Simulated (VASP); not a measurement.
# Br (Fd-3m) in VASP: notebook

The runs below take Br through single point, with PBE.

Program: VASP 6.6.1. These are calculated values, not measurements. Logs are shortened: lines on timing, memory, paths and dates and some standing lists are left out, and cuts for length are marked.

**1. The cell of the first run**

It takes space group Fd-3m (No. 227, cubic). The conventional cell has a = 6.997 Å, b = 6.997 Å, c = 6.997 Å, α = 90.00°, β = 90.00°, γ = 90.00°. Br (site symmetry -43m) has 4 Br at 3.03 Å within 4.0 Å.

**2. Single point, PBE**

Contents of INCAR:

```
ALGO = Normal
EDIFF = 1E-6
ENCUT = 520
GGA = PE
ISIF = 2
ISMEAR = -1
LASPH = True
LCHARG = False
LREAL = False
LWAVE = False
NBANDS = 14
NELM = 100
PREC = Accurate
SIGMA = 0.02
```

Contents of KPOINTS:

```
k-points
0
Gamma
  6 6 6
```

Contents of POSCAR:

```
Br
1.0
    0.0000000000      3.4986199073      3.4986199073
    3.4986199073      0.0000000000      3.4986199073
    3.4986199073      3.4986199073      0.0000000000
Br
2
Direct
    0.0000000000      0.0000000000      0.0000000000
    0.2500000000      0.2500000000      0.2500000000
```

Potentials or basis: VASP PAW PBE potentials, release 64 (Br).

The run is started by

```bash
> cat potpaw_PBE.64/Br/POTCAR > POTCAR
> mpirun -np 1 vasp_std > vasp.out
```

OUTCAR:

```text
EDIFF = 1E-6
   ENCUT = 520
   GGA = PE
   ISIF = 2
   ISMEAR = -1
   LASPH = True
   LREAL = False
   NELM = 100
   PREC = Accurate

 ion  position               nearest neighbor table
   1  0.000  0.000  0.000-
   2  0.250  0.250  0.250-

  LATTYP: Found a face centered cubic cell.
 ALAT       =     6.9972398146

  Lattice vectors:

 A1 = (   0.0000000000,   3.4986199073,   3.4986199073)
 A2 = (   3.4986199073,   0.0000000000,   3.4986199073)
 A3 = (   3.4986199073,   3.4986199073,   0.0000000000)

Analysis of symmetry for initial positions (statically):
=====================================================================
 Subroutine PRICEL returns:
 Original cell was already a primitive cell.

 Routine SETGRP: Setting up the symmetry group for a
 face centered cubic supercell.

 Subroutine GETGRP returns: Found 48 space group operations
 (whereof 24 operations were pure point group operations)
 out of a pool of 48 trial point group operations.

The static configuration has the point symmetry T_d .
 The point group associated with its full space group is O_h .

Analysis of symmetry for dynamics (positions and initial velocities):
=====================================================================
 Subroutine PRICEL returns:
 Original cell was already a primitive cell.

 Routine SETGRP: Setting up the symmetry group for a
 face centered cubic supercell.

 Subroutine GETGRP returns: Found 48 space group operations
 (whereof 24 operations were pure point group operations)
 out of a pool of 48 trial point group operations.

The dynamic configuration has the point symmetry T_d .
 The point group associated with its full space group is O_h .

 Subroutine INISYM returns: Found 48 space group operations
 (whereof 24 operations are pure point group operations),
 and found     1 'primitive' translations

----------------------------------------------------------------------------------------

                                     Primitive cell

  volume of cell :      85.6486

  direct lattice vectors                    reciprocal lattice vectors
     0.000000000  3.498619907  3.498619907    -0.142913495  0.142913495  0.142913495
     3.498619907  0.000000000  3.498619907     0.142913495 -0.142913495  0.142913495
     3.498619907  3.498619907  0.000000000     0.142913495  0.142913495 -0.142913495

  length of vectors
     4.947795722  4.947795722  4.947795722     0.247533435  0.247533435  0.247533435

  position of ions in fractional coordinates (direct lattice)
     0.000000000  0.000000000  0.000000000
     0.250000000  0.250000000  0.250000000

  ion indices of the primitive-cell ions
   primitive index   ion index
                 1           1
                 2           2

----------------------------------------------------------------------------------------

 KPOINTS: k-points

Automatic generation of k-mesh.
 Grid dimensions read from file:
 generate k-points for:    6    6    6

 Generating k-lattice:

  Cartesian coordinates                     Fractional coordinates (reciprocal lattice)
    -0.023818916  0.023818916  0.023818916     0.166666667  0.000000000  0.000000000
     0.023818916 -0.023818916  0.023818916     0.000000000  0.166666667  0.000000000
     0.023818916  0.023818916 -0.023818916     0.000000000  0.000000000  0.166666667

  Length of vectors
     0.041255573  0.041255573  0.041255573

  Shift w.r.t. Gamma in fractional coordinates (k-lattice)
     0.000000000  0.000000000  0.000000000

 Subroutine IBZKPT returns following result:
 ===========================================

 Found     16 irreducible k-points:

 Following reciprocal coordinates:
            Coordinates               Weight
  0.000000  0.000000  0.000000      1.000000
  0.166667  0.000000  0.000000      8.000000
  0.333333  0.000000  0.000000      8.000000
  0.500000  0.000000  0.000000      4.000000
  0.166667  0.166667  0.000000      6.000000
  0.333333  0.166667  0.000000     24.000000
[... 8 lines left out ...]
 -0.333333  0.333333  0.166667     24.000000
 -0.333333  0.500000  0.166667     12.000000
   k-points           NKPTS =     16   k-points in BZ     NKDIM =     16   number of bands    NBANDS=     14
   number of dos      NEDOS =    301   number of ions     NIONS =      2
   total plane-waves  NPLWV =  64000
   dimension x,y,z NGX =    40 NGY =   40 NGZ =   40
   dimension x,y,z NGXF=    80 NGYF=   80 NGZF=   80
   ions per type =               2
   NGX,Y,Z   is equivalent  to a cutoff of  13.44, 13.44, 13.44 a.u.
   NGXF,Y,Z  is equivalent  to a cutoff of  26.88, 26.88, 26.88 a.u.
 SYSTEM =  unknown system
   PREC   = accura    normal or accurate (medium, high low for compatibility)
   ISTART =      0    job   : 0-new  1-cont  2-samecut
   ICHARG =      2    charge: 1-file 2-atom 10-const
   ISPIN  =      1    spin polarized calculation?
   LNONCOLLINEAR =      F non collinear calculations
   LSORBIT =      F    spin-orbit coupling
   LASPH  =      T    aspherical Exc in radial PAW
   ENCUT  =  520.0 eV  38.22 Ry    6.18 a.u.   9.20  9.20  9.20*2*pi/ulx,y,z
   NELM   =    100;   NELMIN=  2; NELMDL= -5     # of ELM steps
   EDIFF  = 0.1E-05   stopping-criterion for ELM
   LREAL  =      F    real-space projection
   EDIFFG = 0.1E-04   stopping-criterion for IOM
   NSW    =      0    number of steps for IOM
   IBRION =     -1    ionic relax: 0-MD 1-quasi-New 2-CG
   NFREE  =      0    steps in history (QN), initial steepest desc. (CG)
   ISIF   =      2    stress and relaxation
   ISYM   =      2    0-nonsym 1-usesym 2-fastsym
   POTIM  = 0.5000    time-step for ionic-motion
   TEBEG  =    0.0;   TEEND  =   0.0 temperature during run
   PSTRESS=    0.0 pullay stress
   NELECT =      14.0000    total number of electrons
   NUPDOWN=      -1.0000    fix difference up-down
   EMIN   =  10.00;   EMAX   =-10.00  energy-range for DOS
   EFERMI =   0.00;   METHOD = LEGACY
   ISMEAR =    -1;   SIGMA  =   0.02  broadening in eV -4-tet -1-fermi 0-gaus
   EFERMI_NEDOS =   21; number of points for ismear=-14 and -15
   IALGO  =     38    algorithm
   IMIX   =      4    mixing-type and parameters
     AMIX     =   0.40;   BMIX     =  1.00
     AMIX_MAG =   1.60;   BMIX_MAG =  1.00
  volume/ion in A,a.u.               =      42.82       288.99
  Fermi-wavevector in a.u.,A,eV,Ry     =   0.895112  1.691517 10.901336  0.801226
  Thomas-Fermi vector in A             =   2.017403
   LORBIT       =      0    0 simple, 1 ext, 2 COOP (PROOUT), +10 PAW based schemes
   GGA     = PE    functional components
   LHFCALC =     F    Hartree Fock is set to
   AEXX    =    0.0000 exact exchange contribution
   IVDW    =     0    specifies the selected vdW correction
   LEPSILON=     F    determine dielectric tensor
   LRPA    =     F    only Hartree local field effects (RPA)
 non-spin polarized calculation
  energy-cutoff  :      520.00
  volume of cell :       85.65
 maximum number of plane-waves:      2332
 NGX is ok and might be reduce to    40
   NGX = 19   NGY = 19   NGZ = 19

 number of electron      13.9999997 magnetization

 Free energy of the ion-electron system (eV)
  ---------------------------------------------------
  ext. energy  EPLUGINS =         0.00000000
  ---------------------------------------------------
  free energy    TOTEN  =        -2.00735001 eV

  energy without entropy =       -1.99916867  energy(sigma->0) =       -2.00325934

 E-fermi :  -1.2723     XC(G=0):  -6.7913

 val. band max:       -1.2832283994   @ k =  -0.3333   0.3333   0.0000
 cond. band min:      -1.2484823368   @ k =  -0.3333   0.1667   0.0000
 fundamental gap:      0.0347460627
 Fermi energy:        -1.2723464665

 k-point     1 :       0.0000    0.0000    0.0000
  band No.  band energies     occupation
      1     -16.3281      2.00000
      2     -14.3528      2.00000
      3      -3.9773      2.00000
      4      -3.9773      2.00000
      5      -3.9773      2.00000
      6      -2.1571      2.00000
      7      -2.1571      2.00000
      8      -2.1571      2.00000
      9       3.9328      0.00000
     10       7.8180      0.00000
     11       7.8180      0.00000
     12       9.2115      0.00000
     13       9.2115      0.00000
     14       9.2115      0.00000

 k-point     2 :       0.1667    0.0000    0.0000
  band No.  band energies     occupation
      1     -16.2440      2.00000
      2     -14.4702      2.00000
      3      -4.0915      2.00000
      4      -4.0915      2.00000
      5      -4.0842      2.00000
      6      -2.0385      2.00000
      7      -2.0006      2.00000
      8      -2.0006      2.00000
      9       4.4544      0.00000
     10       7.4539      0.00000
     11       7.4539      0.00000
     12       8.8021      0.00000
     13      10.1515      0.00000
     14      10.1516      0.00000

 k-point     3 :       0.3333    0.0000    0.0000
  band No.  band energies     occupation
      1     -16.0342      2.00000
      2     -14.7452      2.00000
      3      -4.3188      2.00000
      4      -4.2785      2.00000
      5      -4.2785      2.00000
      6      -1.7329      2.00000
      7      -1.7329      2.00000
      8      -1.6939      2.00000
      9       5.4820      0.00000
     10       7.3799      0.00000
     11       7.3799      0.00000
     12       7.7464      0.00000
     13       9.7422      0.00000
     14      10.0848      0.00000
[... 188 lines left out ...]
 k-point    15 :      -0.3333    0.3333    0.1667
  band No.  band energies     occupation
      1     -15.6614      2.00000
      2     -15.1793      2.00000
      3      -4.9102      2.00000
      4      -4.6382      2.00000
      5      -3.4134      2.00000
      6      -2.4529      2.00000
      7      -1.2411      0.34604
      8      -1.0633      0.00006
      9       5.7709      0.00000
     10       6.1500      0.00000
     11       8.0953      0.00000
     12       8.7713      0.00000
     13       9.8409      0.00000
     14      10.9765      0.00000

 k-point    16 :      -0.3333    0.5000    0.1667
  band No.  band energies     occupation
      1     -15.4253      2.00000
      2     -15.4253      2.00000
      3      -4.8227      2.00000
      4      -4.8227      2.00000
      5      -2.9764      2.00000
      6      -2.9764      2.00000
      7      -1.0339      0.00001
      8      -1.0339      0.00001
      9       5.8258      0.00000
     10       5.8258      0.00000
     11       8.9966      0.00000
     12       8.9966      0.00000
     13      10.2772      0.00000
     14      10.2772      0.00000

------------------------ aborting loop because EDIFF is reached ----------------------------------------

  FORCE on cell =-STRESS in cart. coord.  units (eV):
  Direction    XX          YY          ZZ          XY          YZ          ZX
  --------------------------------------------------------------------------------------
  -------------------------------------------------------------------------------------
  Total        0.0030579      0.0030579      0.0030579      0.0000000     -0.0000000      0.0000000
  in kB        0.0572027      0.0572027      0.0572027      0.0000000     -0.0000000      0.0000000
  external PRESSURE =       0.0572027 kB  Pullay stress =       0.0000000 kB

 VOLUME and BASIS-vectors are now :
 -----------------------------------------------------------------------------
  energy-cutoff  :      520.00
  volume of cell :       85.65
      direct lattice vectors                 reciprocal lattice vectors
     0.000000000  3.498619907  3.498619907    -0.142913495  0.142913495  0.142913495
     3.498619907  0.000000000  3.498619907     0.142913495 -0.142913495  0.142913495
     3.498619907  3.498619907  0.000000000     0.142913495  0.142913495 -0.142913495

 POSITION                                       TOTAL-FORCE (eV/Angst)
 -----------------------------------------------------------------------------------
      0.00000      0.00000      0.00000        -0.000000     -0.000000     -0.000000
      1.74931      1.74931      1.74931         0.000000      0.000000      0.000000
 -----------------------------------------------------------------------------------
    total drift:                               -0.000000      0.000000      0.000000

  FREE ENERGIE OF THE ION-ELECTRON SYSTEM (eV)
  ---------------------------------------------------
  free  energy   TOTEN  =        -2.0073500143 eV

  energy  without entropy=       -1.9991686671  energy(sigma->0) =       -2.00325934
```

Run time: 15 s. Hardware: 1 thread of Intel Xeon Platinum 8375C at 2.90GHz (Ice Lake), shared host; peak memory 0.22 GiB.

Results:

| Item | Value |
| --- | --- |
| Free energy | -2.0074 eV |
| Pressure | 0.0 GPa |
| Band gap on the k mesh | zero (bands 7 and 8 overlap by 1.21 eV) |

Levels at points of the mesh, in eV from the Fermi level:
| k point | band 5 | band 6 | band 7 | band 8 | band 9 | band 10 |
| --- | --- | --- | --- | --- | --- | --- |
| (0.00, 0.00, 0.00) | -2.70 | -0.88 | -0.88 | -0.88 | 5.21 | 9.09 |
| (0.50, 0.00, 0.00) | -3.09 | -0.34 | -0.34 | -0.20 | 7.61 | 7.80 |
| (0.50, 0.50, 0.00) | -1.85 | -1.85 | 0.32 | 0.32 | 7.12 | 7.12 |

**3. Single point, PBE**

Contents of INCAR:

```
SYSTEM = Br
PREC = Accurate
ENCUT = 520
EDIFF = 1E-6
ISMEAR = -1
SIGMA = 0.02
LREAL = .False.
LASPH = .True.
NELM = 60
ALGO = Normal
ISIF = 2
LWAVE = .False.
LCHARG = .False.
GGA = PE
NBANDS = 14
```

Contents of KPOINTS:

```
regular mesh
0
Gamma
  6 6 6
  0 0 0
```

POSCAR is that of step 2.

Potentials or basis: VASP PAW PBE potentials, release 64 (Br).

The run is started by

```bash
> cat potpaw_PBE.64/Br/POTCAR > POTCAR
> mpirun -np 1 vasp_std > vasp.out
```

Wall time 14 s (1 thread of Intel Xeon Platinum 8375C at 2.90GHz (Ice Lake), shared host); peak memory 0.22 GiB.

It converged, with:

* Free energy: -2.0074 eV
* Pressure: 0.0 GPa
* Band gap on the k mesh: zero (bands 7 and 8 overlap by 1.21 eV)

Levels at points of the mesh, in eV from the Fermi level:
| k point | band 5 | band 6 | band 7 | band 8 | band 9 | band 10 |
| --- | --- | --- | --- | --- | --- | --- |
| (0.00, 0.00, 0.00) | -2.70 | -0.88 | -0.88 | -0.88 | 5.21 | 9.09 |
| (0.50, 0.00, 0.00) | -3.09 | -0.34 | -0.34 | -0.20 | 7.61 | 7.80 |
| (0.50, 0.50, 0.00) | -1.85 | -1.85 | 0.32 | 0.32 | 7.12 | 7.12 |
